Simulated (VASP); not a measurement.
The system is Sr3Ca.

```
Sr Ca
1.0
     5.98875    0.00000    0.00000
     0.00000    5.98875    0.00000
     0.00000    0.00000    5.98875
Sr Ca
3 1
Direct
  0.00000 0.50000 0.50000
  0.50000 0.00000 0.50000
  0.50000 0.50000 0.00000
  0.00000 0.00000 0.00000
```

```yaml
Program: VASP 6.6.1
Task: relaxation of cell and atoms
Functional: LDA
Potentials_or_basis: VASP PAW LDA potentials, release 64 (Sr_sv, Ca_sv)
Cutoff: 600 eV
k_mesh: 4 × 4 × 4
Occupations: methfessel-paxton, width 0.02 eV
Spin: no spin polarisation
```

At the start: pressure -1.9 GPa; volume 53.70 Å³/atom.

Problem. Where does the relaxation end?

Solution. Over 4 steps the energy falls by 52.7 meV/atom and the volume is 45.82 Å³/atom (-14.7 %); space group Pm-3m (No. 221, to 0.05 Å).

Step by step:
| step | energy change (eV) | largest force (eV/Å) | pressure (GPa) | volume (Å³) |
| --- | --- | --- | --- | --- |
| 1 | 0.0000 | 0.0000 | -1.86 | 214.79 |
| 2 | -0.1720 | 0.0000 | -0.95 | 195.99 |
| 3 | -0.2092 | 0.0000 | -0.22 | 186.00 |
| 4 | -0.2109 | 0.0000 | 0.01 | 183.29 |

Final structure:
```yaml
crystal:
  lattice:
    - [5.68043, 0.00000, 0.00000]
    - [0.00000, 5.68043, 0.00000]
    - [0.00000, 0.00000, 5.68043]
  atoms:
    - { symbol: Sr, position: [0.00000, 0.50000, 0.50000] }
    - { symbol: Sr, position: [0.50000, 0.00000, 0.50000] }
    - { symbol: Sr, position: [0.50000, 0.50000, 0.00000] }
    - { symbol: Ca, position: [0.00000, 0.00000, 0.00000] }
```
